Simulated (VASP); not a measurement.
# LiH in VASP: notebook, part 2 of 2

VASP 6.6.1. The steps go on from the part before.

## Step 4: Single point, r2SCAN

Input file POSCAR:

```
LiH
1.0
    0.0000000000      2.0231716667      2.0641806675
    2.0231716667      0.0000000000      2.0641806675
    2.0231716667      2.0231716667      0.0000000000
Li H
1 1
Direct
    0.0000000000      0.0000000000      0.0000000000
    0.5000000000      0.5000000000      0.5000000000
```

Input file INCAR.step1:

```
PREC     = Accurate       # precision mode
ENCUT    = 520            # plane-wave cutoff, eV
ISMEAR   = 0              # smearing method
SIGMA    = 0.05           # smearing width, eV
LREAL    = False          # projectors in reciprocal space
LASPH    = True           # aspherical terms in the spheres
NELM     = 80             # most SCF steps
NBANDS   = 9              # bands
GGA      = PE             # functional
ALGO     = Normal         # electronic algorithm
EDIFF    = 1E-4           # SCF threshold, eV
LWAVE    = True           # write WAVECAR
LCHARG   = False          # write CHGCAR
```

Input file INCAR.step2:

```
PREC     = Accurate       # precision mode
ENCUT    = 520            # plane-wave cutoff, eV
EDIFF    = 1E-6           # SCF threshold, eV
ISMEAR   = 0              # smearing method
SIGMA    = 0.05           # smearing width, eV
LREAL    = False          # projectors in reciprocal space
LASPH    = True           # aspherical terms in the spheres
NELM     = 80             # most SCF steps
ALGO     = Normal         # electronic algorithm
ISIF     = 2              # what is computed and relaxed
LWAVE    = False          # write WAVECAR
LCHARG   = False          # write CHGCAR
METAGGA  = R2SCAN         # meta-GGA
LMIXTAU  = True         
NBANDS   = 9              # bands
ISTART   = 1
```

Input file KPOINTS:

```
Automatic mesh
0
Gamma
  8 8 8
```

Started as:

```console
cat potpaw_PBE.64/Li_sv/POTCAR potpaw_PBE.64/H/POTCAR > POTCAR
cp INCAR.step1 INCAR
mpirun -np 1 vasp_std > vasp.out
cp INCAR.step2 INCAR
mpirun -np 1 vasp_std > vasp.out
```

Wall time 30 s (1 thread of AMD EPYC 9R45 (Zen 5), shared host); peak memory 0.11 GiB.

Results (log left out):

```
Free energy            : -6.8118 eV
Band gap on the k mesh : 3.38 eV, indirect (least direct gap 3.53 eV)
```

Levels at points of the mesh, in eV from the valence-band top:
| k point | band 1 | band 2 | band 3 | band 4 | band 5 |
| --- | --- | --- | --- | --- | --- |
| (0.00, 0.00, 0.00) | -45.83 | -5.31 | 16.92 | 18.76 | 18.76 |
| (0.50, 0.00, 0.00) | -45.79 | -2.55 | 5.49 | 14.43 | 17.46 |
| (0.50, 0.50, 0.00) | -45.78 | -0.15 | 3.38 | 11.66 | 11.66 |
| (0.50, 0.00, 0.50) | -45.78 | 0.00 | 3.65 | 11.24 | 11.42 |

 A k mesh can miss the band edges.

## Step 5: Single point, r2SCAN

Input file POSCAR:

```
LiH
1.0
    0.0000000000      2.0299608333      2.0503965280
    2.0299608333      0.0000000000      2.0503965280
    2.0299608333      2.0299608333      0.0000000000
Li H
1 1
Direct
    0.0000000000      0.0000000000      0.0000000000
    0.5000000000      0.5000000000      0.5000000000
```

Input file INCAR.step1:

```
ALGO     = Normal         # electronic algorithm
EDIFF    = 1E-4           # SCF threshold, eV
ENCUT    = 520            # plane-wave cutoff, eV
GGA      = PE             # functional
ISMEAR   = 0              # smearing method
LASPH    = T              # aspherical terms in the spheres
LCHARG   = F              # write CHGCAR
LREAL    = F              # projectors in reciprocal space
LWAVE    = T              # write WAVECAR
NBANDS   = 9              # bands
NELM     = 100            # most SCF steps
PREC     = Accurate       # precision mode
SIGMA    = 0.05           # smearing width, eV
```

Input file INCAR.step2:

```
ALGO     = Normal         # electronic algorithm
EDIFF    = 1E-6           # SCF threshold, eV
ENCUT    = 520            # plane-wave cutoff, eV
ISIF     = 2              # what is computed and relaxed
ISMEAR   = 0              # smearing method
ISTART   = 1            
LASPH    = T              # aspherical terms in the spheres
LCHARG   = F              # write CHGCAR
LMIXTAU  = T            
LREAL    = F              # projectors in reciprocal space
LWAVE    = F              # write WAVECAR
METAGGA  = R2SCAN         # meta-GGA
NBANDS   = 9              # bands
NELM     = 100            # most SCF steps
PREC     = Accurate       # precision mode
SIGMA    = 0.05           # smearing width, eV
```

Input file KPOINTS:

```
k-points
0
Gamma
  8 8 8
```

Started as:

```console
cat potpaw_PBE.64/Li_sv/POTCAR potpaw_PBE.64/H/POTCAR > POTCAR
cp INCAR.step1 INCAR
mpirun -np 1 vasp_std > vasp.out
cp INCAR.step2 INCAR
mpirun -np 1 vasp_std > vasp.out
```

Run time: 26 s. Hardware: 1 thread of AMD EPYC 9R45 (Zen 5), shared host; peak memory 0.11 GiB.

It converged, with:

| Property | Result |
| --- | --- |
| Free energy | -6.8126 eV |
| Band gap on the k mesh | 3.49 eV, indirect (least direct gap 3.57 eV) |

Levels at points of the mesh, in eV from the valence-band top:
```tsv
k point	band 1	band 2	band 3	band 4	band 5	band 6	band 7
(0.00, 0.00, 0.00)	-45.80	-5.29	16.95	18.81	18.81	18.91	23.16
(0.50, 0.00, 0.00)	-45.77	-2.53	5.52	14.47	17.56	17.76	19.18
(0.50, 0.50, 0.00)	-45.76	-0.08	3.49	11.57	11.57	14.81	18.48
(0.50, 0.00, 0.50)	-45.76	0.00	3.63	11.36	11.46	14.66	18.41
```

 A k mesh can miss the band edges.

## Step 6: Single point, r2SCAN

Input file POSCAR:

```
LiH
1.0
    0.0000000000      2.0435391667      2.0232392578
    2.0435391667      0.0000000000      2.0232392578
    2.0435391667      2.0435391667      0.0000000000
Li H
1 1
Direct
    0.0000000000      0.0000000000      0.0000000000
    0.5000000000      0.5000000000      0.5000000000
```

Input file INCAR.step1:

```
SYSTEM = LiH
ALGO = Normal ; EDIFF = 1E-4
ENCUT = 520 ; GGA = PE
ISMEAR = 0 ; LASPH = .TRUE.
LCHARG = .FALSE. ; LREAL = .FALSE.
LWAVE = .TRUE. ; NBANDS = 9
NELM = 60 ; PREC = Accurate
SIGMA = 0.05
```

Input file INCAR.step2:

```
SYSTEM = LiH
ALGO = Normal ; EDIFF = 1E-6
ENCUT = 520 ; ISIF = 2
ISMEAR = 0 ; ISTART = 1
LASPH = .TRUE. ; LCHARG = .TRUE.
LELF = .TRUE. ; LMIXTAU = .TRUE.
LREAL = .FALSE. ; LVHAR = .TRUE.
LWAVE = .FALSE. ; METAGGA = R2SCAN
NBANDS = 9 ; NELM = 60
PREC = Accurate ; SIGMA = 0.05
```

Input file KPOINTS:

```
k-points
0
G
  8 8 8
  0 0 0
```

Potentials or basis: VASP PAW PBE potentials, release 64 (Li_sv, H).

Started as:

```console
cat potpaw_PBE.64/Li_sv/POTCAR potpaw_PBE.64/H/POTCAR > POTCAR
cp INCAR.step1 INCAR
mpirun -np 1 vasp_std > vasp.out
cp INCAR.step2 INCAR
mpirun -np 1 vasp_std > vasp.out
```

Run time: 28 s. Hardware: 1 thread of AMD EPYC 9R45 (Zen 5), shared host; peak memory 0.11 GiB.

The run converged. Its results:

```
Free energy            : -6.8127 eV
Band gap on the k mesh : 3.51 eV, indirect (least direct gap 3.59 eV)
```

Levels at points of the mesh, in eV from the valence-band top:
| k point | band 1 | band 2 | band 3 | band 4 | band 5 |
| --- | --- | --- | --- | --- | --- |
| (0.00, 0.00, 0.00) | -45.83 | -5.32 | 16.92 | 18.75 | 18.85 |
| (0.50, 0.00, 0.00) | -45.79 | -2.55 | 5.49 | 14.45 | 17.53 |
| (0.50, 0.50, 0.00) | -45.78 | 0.00 | 3.65 | 11.33 | 11.33 |
| (0.50, 0.00, 0.50) | -45.78 | -0.07 | 3.51 | 11.45 | 11.54 |

 A k mesh can miss the band edges.

## Step 7: Summary

```tsv
cell	gap on the mesh (eV)
a = 2.880 Å, angles 60.0°, 2 atoms	3.61
a = 2.896, b = 2.896, c = 2.852 Å, angles 60.5, 60.5, 59.0°, 2 atoms	3.27
a = 2.890, b = 2.890, c = 2.861 Å, angles 60.3, 60.3, 59.3°, 2 atoms	3.38
a = 2.885, b = 2.885, c = 2.871 Å, angles 60.2, 60.2, 59.7°, 2 atoms	3.49
a = 2.876, b = 2.876, c = 2.890 Å, angles 59.8, 59.8, 60.3°, 2 atoms	3.51
```

Alike in all rows: task single point; level r2SCAN; potentials or basis VASP PAW PBE potentials, release 64 (Li_sv, H); no spin polarisation; k mesh 8 × 8 × 8; cutoff (eV) 520; smearing gaussian 0.05 eV.

Absolute energies hang on the potentials; compare differences alone.
